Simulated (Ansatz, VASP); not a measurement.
**PbS in VASP and in Ansatz**

```
Pb S
1.0
     2.05184   -5.91032    0.00000
     2.05184    5.91032    0.00000
     0.00000    0.00000    4.22149
Pb S
2 2
Direct
  0.13056 0.86944 0.25000
  0.86944 0.13056 0.75000
  0.35480 0.64520 0.25000
  0.64520 0.35480 0.75000
```

Alike in both runs: task single point; functional r2SCAN; k mesh 7 × 7 × 6; occupations fermi-dirac, width 0.05 eV; no spin polarisation.

|  | VASP | Ansatz |
| --- | --- | --- |
| version | VASP 6.6.1 | Ansatz 0.2.0 |
| potentials or method | VASP PAW PBE potentials, release 64 (Pb_d, S) | Ansatz PAW |
| plane-wave cutoff (eV) | 520 | 500 |
| valence electrons in the cell | 40 | 40 |

VASP gave:

| Property | Result |
| --- | --- |
| gap on the k mesh at the Fermi level (eV) | 1.43 |
| least direct gap on the mesh (eV) | 1.78 |
| pressure (GPa) | 2.5 |
| traceless stress, the component that is largest in VASP (GPa) | -0.15 |
| rms of the force components (eV/Å) | 0.121 |

**Question.** What did Ansatz give for the same quantities?

**Answer.** gap on the k mesh at the Fermi level (eV): 1.44; least direct gap on the mesh (eV): 1.77; pressure (GPa): 2.4; traceless stress, the component that is largest in VASP (GPa): -0.14; rms of the force components (eV/Å): 0.117.

VASP's potentials were made for PBE, not for r2SCAN. Atom by atom the forces differ by 0.004 eV/Å (rms over components). The functional is the same, so the differences come from potentials, cutoffs and numerics.

Neither program's run includes spin-orbit coupling. Noted on Ansatz's run: odd divisions of the mesh miss points on the zone boundary, where band edges often lie, so the gap on the mesh can be too wide.
